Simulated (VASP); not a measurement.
# LiF (Fm-3m) in VASP: G0W0 quasiparticle levels with PBE

Aim: the G0W0 quasiparticle levels of LiF with PBE.

Everything below comes from runs of VASP 6.6.1. Logs are shortened: lines on timing, memory, paths and dates and some standing lists are left out, and cuts for length are marked.

### 1 The cell of the first run

Symmetry: Fm-3m, No. 225, cubic system. Conventional cell: a = 3.951 Å, b = 3.951 Å, c = 3.951 Å, α = 90.00°, β = 90.00°, γ = 90.00°. Li (site symmetry m-3m) has 6 F at 1.98 Å within 2.6 Å. Within 2.6 Å of F (site symmetry m-3m) lie 6 Li at 1.98 Å.

### 2 G0W0 quasiparticle levels, PBE

File POSCAR:

```
LiF
1.0
    0.0000000000      1.9755189503      1.9755189503
    1.9755189503      0.0000000000      1.9755189503
    1.9755189503      1.9755189503      0.0000000000
Li F
1 1
Direct
    0.0000000000      0.0000000000      0.0000000000
    0.5000000000      0.5000000000      0.5000000000
```

File INCAR.step1:

```
PREC = Accurate
ENCUT = 500
EDIFF = 1E-8
ISMEAR = 0
SIGMA = 0.01
LREAL = F
LASPH = T
NELM = 100
ALGO = Normal
LWAVE = T
LCHARG = F
GGA = PE
```

File INCAR.step2:

```
PREC = Accurate
ENCUT = 500
EDIFF = 1E-8
ISMEAR = 0
SIGMA = 0.01
LREAL = F
LASPH = T
NELM = 1
ALGO = Exact
LWAVE = T
LCHARG = F
GGA = PE
NBANDS = 68
LOPTICS = T
ISTART = 1
```

File INCAR.step3:

```
PREC = Accurate
ENCUT = 500
EDIFF = 1E-8
ISMEAR = 0
SIGMA = 0.01
LREAL = F
LASPH = T
ALGO = EVGW0
LWAVE = F
LCHARG = F
GGA = PE
NELMGW = 1
NBANDS = 68
ENCUTGW = 150.0
NOMEGA = 96
PRECFOCK = Fast
ISTART = 1
NBANDSGW = 12
OMEGAMAX = 20
```

File KPOINTS:

```
regular mesh
0
Gamma
  6 6 6
```

Potentials or basis: VASP PAW PBE potentials, release 64 (Li_GW, F_GW).

The run is started by

```console
$ cat potpaw_PBE.64/Li_GW/POTCAR potpaw_PBE.64/F_GW/POTCAR > POTCAR
$ cp INCAR.step1 INCAR
$ mpirun -np 1 vasp_std > vasp.out
$ cp INCAR.step2 INCAR
$ mpirun -np 1 vasp_std > vasp.out
$ cp INCAR.step3 INCAR
$ mpirun -np 1 vasp_std > vasp.out
```

OUTCAR:

```text
PREC = Accurate
   ENCUT = 500
   EDIFF = 1E-8
   ISMEAR = 0
   LREAL = F
   LASPH = T
   GGA = PE
   NELMGW = 1
   ENCUTGW = 150.0
   PRECFOCK = Fast
   ISTART = 1

 ion  position               nearest neighbor table
   1  0.000  0.000  0.000-   2 1.98   2 1.98   2 1.98   2 1.98   2 1.98   2 1.98
   2  0.500  0.500  0.500-   1 1.98   1 1.98   1 1.98   1 1.98   1 1.98   1 1.98

  LATTYP: Found a face centered cubic cell.
 ALAT       =     3.9510379006

  Lattice vectors:

 A1 = (   0.0000000000,   1.9755189503,   1.9755189503)
 A2 = (   1.9755189503,   0.0000000000,   1.9755189503)
 A3 = (   1.9755189503,   1.9755189503,   0.0000000000)

Analysis of symmetry for initial positions (statically):
=====================================================================
 Subroutine PRICEL returns:
 Original cell was already a primitive cell.

 Routine SETGRP: Setting up the symmetry group for a
 face centered cubic supercell.

 Subroutine GETGRP returns: Found 48 space group operations
 (whereof 48 operations were pure point group operations)
 out of a pool of 48 trial point group operations.

The static configuration has the point symmetry O_h .

Analysis of symmetry for dynamics (positions and initial velocities):
=====================================================================
 Subroutine PRICEL returns:
 Original cell was already a primitive cell.

 Routine SETGRP: Setting up the symmetry group for a
 face centered cubic supercell.

 Subroutine GETGRP returns: Found 48 space group operations
 (whereof 48 operations were pure point group operations)
 out of a pool of 48 trial point group operations.

The dynamic configuration has the point symmetry O_h .

 Subroutine INISYM returns: Found 48 space group operations
 (whereof 48 operations are pure point group operations),
 and found     1 'primitive' translations

----------------------------------------------------------------------------------------

                                     Primitive cell

  volume of cell :      15.4196

  direct lattice vectors                    reciprocal lattice vectors
     0.000000000  1.975518950  1.975518950    -0.253098053  0.253098053  0.253098053
     1.975518950  0.000000000  1.975518950     0.253098053 -0.253098053  0.253098053
     1.975518950  1.975518950  0.000000000     0.253098053  0.253098053 -0.253098053

  length of vectors
     2.793805692  2.793805692  2.793805692     0.438378687  0.438378687  0.438378687

  position of ions in fractional coordinates (direct lattice)
     0.000000000  0.000000000  0.000000000
     0.500000000  0.500000000  0.500000000

  ion indices of the primitive-cell ions
   primitive index   ion index
                 1           1
                 2           2

----------------------------------------------------------------------------------------

 KPOINTS: regular mesh

Automatic generation of k-mesh.
 Grid dimensions read from file:
 generate k-points for:    6    6    6

 Generating k-lattice:

  Cartesian coordinates                     Fractional coordinates (reciprocal lattice)
    -0.042183009  0.042183009  0.042183009     0.166666667  0.000000000  0.000000000
     0.042183009 -0.042183009  0.042183009     0.000000000  0.166666667  0.000000000
     0.042183009  0.042183009 -0.042183009     0.000000000  0.000000000  0.166666667

  Length of vectors
     0.073063115  0.073063115  0.073063115

  Shift w.r.t. Gamma in fractional coordinates (k-lattice)
     0.000000000  0.000000000  0.000000000

 Subroutine IBZKPT returns following result:
 ===========================================

 Found     16 irreducible k-points:

 Following reciprocal coordinates:
            Coordinates               Weight
  0.000000  0.000000  0.000000      1.000000
  0.166667  0.000000  0.000000      8.000000
  0.333333  0.000000  0.000000      8.000000
  0.500000  0.000000  0.000000      4.000000
  0.166667  0.166667  0.000000      6.000000
  0.333333  0.166667  0.000000     24.000000
[... 8 lines left out ...]
 -0.333333  0.333333  0.166667     24.000000
 -0.333333  0.500000  0.166667     12.000000
   k-points           NKPTS =     16   k-points in BZ     NKDIM =    216   number of bands    NBANDS=     68
   number of dos      NEDOS =    301   number of ions     NIONS =      2
   total plane-waves  NPLWV =   8000
   dimension x,y,z NGX =    20 NGY =   20 NGZ =   20
   dimension x,y,z NGXF=    40 NGYF=   40 NGZF=   40
   ions per type =               1   1
   NGX,Y,Z   is equivalent  to a cutoff of  11.90, 11.90, 11.90 a.u.
   NGXF,Y,Z  is equivalent  to a cutoff of  23.80, 23.80, 23.80 a.u.
 SYSTEM =  unknown system
   PREC   = accura    normal or accurate (medium, high low for compatibility)
   ISTART =      1    job   : 0-new  1-cont  2-samecut
   ICHARG =      0    charge: 1-file 2-atom 10-const
   ISPIN  =      1    spin polarized calculation?
   LNONCOLLINEAR =      F non collinear calculations
   LSORBIT =      F    spin-orbit coupling
   LASPH  =      T    aspherical Exc in radial PAW
   ENCUT  =  500.0 eV  36.75 Ry    6.06 a.u.   5.09  5.09  5.09*2*pi/ulx,y,z
   NELM   =     60;   NELMIN=  2; NELMDL=  0     # of ELM steps
   EDIFF  = 0.1E-07   stopping-criterion for ELM
   LREAL  =      F    real-space projection
   EDIFFG = 0.1E-06   stopping-criterion for IOM
   NSW    =      0    number of steps for IOM
   IBRION =     -1    ionic relax: 0-MD 1-quasi-New 2-CG
   NFREE  =      0    steps in history (QN), initial steepest desc. (CG)
   ISIF   =      0    stress and relaxation
   ISYM   =      3    0-nonsym 1-usesym 2-fastsym
   POTIM  = 0.5000    time-step for ionic-motion
   TEBEG  =    0.0;   TEEND  =   0.0 temperature during run
   PSTRESS=    0.0 pullay stress
   NELECT =       8.0000    total number of electrons
   NUPDOWN=      -1.0000    fix difference up-down
   EMIN   =  10.00;   EMAX   =-10.00  energy-range for DOS
   EFERMI =   0.00;   METHOD = LEGACY
   ISMEAR =     0;   SIGMA  =   0.01  broadening in eV -4-tet -1-fermi 0-gaus
   EFERMI_NEDOS =   21; number of points for ismear=-14 and -15
   IALGO  =     38    algorithm
   IMIX   =      4    mixing-type and parameters
     AMIX     =   0.40;   BMIX     =  1.00
     AMIX_MAG =   1.60;   BMIX_MAG =  1.00
  volume/ion in A,a.u.               =       7.71        52.03
  Fermi-wavevector in a.u.,A,eV,Ry     =   1.315468  2.485874 23.544285  1.730456
  Thomas-Fermi vector in A             =   2.445649
   LORBIT       =      0    0 simple, 1 ext, 2 COOP (PROOUT), +10 PAW based schemes
   GGA     = PE    functional components
   LHFCALC =     T    Hartree Fock is set to
   PRECFOCK=fast      Normal, Fast or Accurate (Low or Medium for compatibility)
   ENCUT4O =  -1.0   cutoff for four orbital integrals eV
   NKREDX  =     1    reduce k-point grid by
   NKREDY  =     1    reduce k-point grid by
   NKREDZ  =     1    reduce k-point grid by
   AEXX    =    1.0000 exact exchange contribution
   HFSCREEN=    0.0000 screening length (either q_TF or 0.3 A-1)
   HFSCREENC=   0.0000 screening length for correlation (either q_TF or 0.3 A-1)
   ENCUTFOCK=  -1.0 apply spherical cutoff to Coloumb kernel
   IVDW    =     0    specifies the selected vdW correction
   LEPSILON=     F    determine dielectric tensor
   LRPA    =     F    only Hartree local field effects (RPA)
   LRPAFORCE           =     F    calculate RPA forces
   ENCUTGW             = 150.0    cutoff for response function in eV
   ENCUTGWSOFT         = 120.0    soft cutoff for Coulomb kernel in GW response function in eV
   ENCUTLF             =  -1.0    cutoff for local field effects
   NELMGW              =     1    number of iterations in solving QP/BSE equation
   NELMHF              =     1    number of iterations in the inner HF iteration
   NKREDLFX            =     1    NKREDLFY  =   1   NKREDLFZ  =   1
 non-spin polarized calculation
 Gauss-broadening in eV      SIGMA  =   0.01
  energy-cutoff  :      500.00
  volume of cell :       15.42
 maximum number of plane-waves:       403
  NGX = 12; NGY = 12; NGZ = 12
   NGX = 11   NGY = 11   NGZ = 11
 maximum number of plane-waves:        72

 QP shifts <psi_nk| G(iteration)W_0 |psi_nk>: iteration 1
 for sc-GW calculations column KS-energies equals QP-energies in previous step
 and V_xc(KS)=  KS-energies - (<T + V_ion + V_H > + <T+V_H+V_ion>^1  + <V_x>^1)

 k-point   1 :       0.0000    0.0000    0.0000
  band No.  KS-energies  QP-energies   sigma(KS)   V_xc(KS)     V^pw_x(r,r')   Z            occupation Imag(sigma)

      1     -23.1682     -27.0198     -27.6290     -22.2692     -36.4949       0.7186       2.0000       0.8982
      2      -2.9664      -5.6242     -26.2064     -22.9858     -30.7770       0.8252       2.0000       0.0408
      3      -2.9664      -5.6242     -26.2064     -22.9858     -30.7770       0.8252       2.0000       0.0408
      4      -2.9664      -5.6242     -26.2064     -22.9858     -30.7770       0.8252       2.0000       0.0408
      5       6.6156       8.3245      -8.7671     -10.7025      -5.6390       0.8830       0.0000      -0.0394
      6      21.7469      24.3290      -5.6015      -8.5957      -1.6094       0.8624       0.0000      -0.0920
      7      21.7469      24.3290      -5.6015      -8.5957      -1.6094       0.8624       0.0000      -0.0920
      8      21.7469      24.3290      -5.6015      -8.5957      -1.6094       0.8624       0.0000      -0.0920
      9      21.9354      23.7049      -6.5989      -8.6204      -2.7312       0.8754       0.0000      -0.1089
     10      21.9354      23.7049      -6.5989      -8.6204      -2.7312       0.8754       0.0000      -0.1089
     11      21.9354      23.7049      -6.5989      -8.6204      -2.7312       0.8754       0.0000      -0.1089
     12      25.2148      26.0930      -5.7543      -6.8250      -1.1317       0.8203       0.0000      -0.4546

 k-point   2 :       0.1667    0.0000    0.0000
  band No.  KS-energies  QP-energies   sigma(KS)   V_xc(KS)     V^pw_x(r,r')   Z            occupation Imag(sigma)
[... 225 lines left out ...]
      1     -22.3525     -26.3377     -28.6976     -23.3120     -37.4242       0.7400       2.0000       0.7802
      2      -5.7609      -8.9007     -22.7530     -18.8949     -27.1053       0.8138       2.0000       0.0454
      3      -4.6778      -7.6419     -24.0456     -20.4055     -28.4837       0.8143       2.0000       0.0415
      4      -3.8935      -6.7484     -25.1875     -21.6990     -29.7200       0.8184       2.0000       0.0393
      5      12.4351      15.0025     -10.8007     -13.7623      -7.5956       0.8669       0.0000      -0.0421
      6      12.8778      15.0109      -8.6974     -11.1271      -5.3908       0.8779       0.0000      -0.0409
      7      15.0563      17.2365      -6.6394      -9.1207      -3.0196       0.8786       0.0000      -0.0434
      8      17.2288      19.6127      -7.8036     -10.5704      -4.1148       0.8616       0.0000      -0.0486
      9      21.6933      23.7994      -6.6576      -9.1368      -2.6081       0.8495       0.0000      -0.1055
     10      29.6312      31.5937      -6.2254      -8.4675      -1.8106       0.8753       0.0000      -0.5054
     11      32.2400      35.3157      -8.4143     -11.5745      -3.8715       0.9733       0.0000      -0.9738
     12      36.3679      39.5719      -8.5968     -12.0777      -3.9766       0.9205       0.0000      -1.0475
```

It took 92 s on 1 thread of Intel Xeon Platinum 8488C (Sapphire Rapids), shared host; peak memory 0.28 GiB.

What came out:

- Quasiparticle gap: 13.95 eV
- Least direct quasiparticle gap: 13.95 eV
- Band gap of the starting levels on the mesh: 9.58 eV
- Least direct gap of the starting levels on the mesh: 9.58 eV

Caveat: the k points lie up to 0.46 Å⁻¹ apart; bands, screening cutoff and mesh are small and nothing is extrapolated, so the quasiparticle values aren't converged.
